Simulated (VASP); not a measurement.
Write the native input for VASP 6.6.1 that does the following.

```yaml
Task: relaxation of cell and atoms
Functional: r2SCAN
Potentials_or_basis: VASP PAW PBE potentials, release 64 (La)
Cutoff: 600 eV
k_mesh: 9 × 9 × 9
Occupations: fermi-dirac, width 0.1 eV
Spin: no spin polarisation
Dipole_correction: no
Further_INCAR_settings: ALGO = Normal; EDIFF = 1e-06; IBRION = 2; EDIFFG = -0.01; NSW = 80; ISIF = 3
```

La:

```
La
1.0
     3.43156    0.00000    0.00000
     0.00000    3.43156    0.00000
     0.00000    0.00000    3.43156
La
1
Direct
  0.00000 0.00000 0.00000
```

This isn't the form of La at room conditions, which is double hcp.

One way to write it, as run:

POSCAR

```
La
1.0
    3.4315615435      0.0000000000      0.0000000000
    0.0000000000      3.4315615435      0.0000000000
    0.0000000000      0.0000000000      3.4315615435
La
1
Direct
    0.0000000000      0.0000000000      0.0000000000
```

INCAR.step1

```
PREC     = Accurate       # precision mode
ENCUT    = 600            # plane-wave cutoff, eV
ISMEAR   = -1             # smearing method
SIGMA    = 0.1            # smearing width, eV
LREAL    = False          # projectors in reciprocal space
LASPH    = True           # aspherical terms in the spheres
NELM     = 60             # most SCF steps
GGA      = PE             # functional
ALGO     = Normal         # electronic algorithm
EDIFF    = 1E-4           # SCF threshold, eV
LWAVE    = True           # write WAVECAR
LCHARG   = False          # write CHGCAR
```

INCAR.step2

```
PREC     = Accurate       # precision mode
ENCUT    = 600            # plane-wave cutoff, eV
EDIFF    = 1E-6           # SCF threshold, eV
ISMEAR   = -1             # smearing method
SIGMA    = 0.1            # smearing width, eV
LREAL    = False          # projectors in reciprocal space
LASPH    = True           # aspherical terms in the spheres
NELM     = 60             # most SCF steps
ALGO     = Normal         # electronic algorithm
ISIF     = 3              # what is computed and relaxed
LWAVE    = False          # write WAVECAR
LCHARG   = False          # write CHGCAR
METAGGA  = R2SCAN         # meta-GGA
LMIXTAU  = True         
IBRION   = 2              # ionic algorithm
NSW      = 80             # ionic steps
EDIFFG   = -0.01          # ionic threshold
ISTART   = 1
```

KPOINTS

```
Automatic mesh
0
Gamma
  9 9 9
```

Potentials or basis: VASP PAW PBE potentials, release 64 (La).

Run with:

```sh
$ cat potpaw_PBE.64/La/POTCAR > POTCAR
$ cp INCAR.step1 INCAR
$ mpirun -np 1 vasp_std > vasp.out
$ cp INCAR.step2 INCAR
$ mpirun -np 1 vasp_std > vasp.out
```

Results of the run:

```yaml
Relaxed_volume: 35.98 Å³/atom
Relaxed_cell: a = 3.301 Å, b = 3.301 Å, c = 3.301 Å, α = 90.00°, β = 90.00°, γ = 90.00°
Space_group_after_relaxing_to_0.1_Å: Pm-3m (No. 221)
Energy_gained_by_relaxing: 37.7 meV/atom
Ionic_steps: 3
Pressure_after_relaxing: 0.0 GPa
Band_gap_on_the_k_mesh: zero (an odd number of electrons rules out a gap without spin polarisation)
```

Caveat: the PAW data sets were made with another functional, which shifts forces and pressure a little; spin-orbit coupling is left out, which moves the levels of the heavy elements.

Run time: 120 s on 1 thread of Intel(R) Xeon(R) Platinum 8488C (Sapphire Rapids) (shared host), peak memory 0.19 GiB.
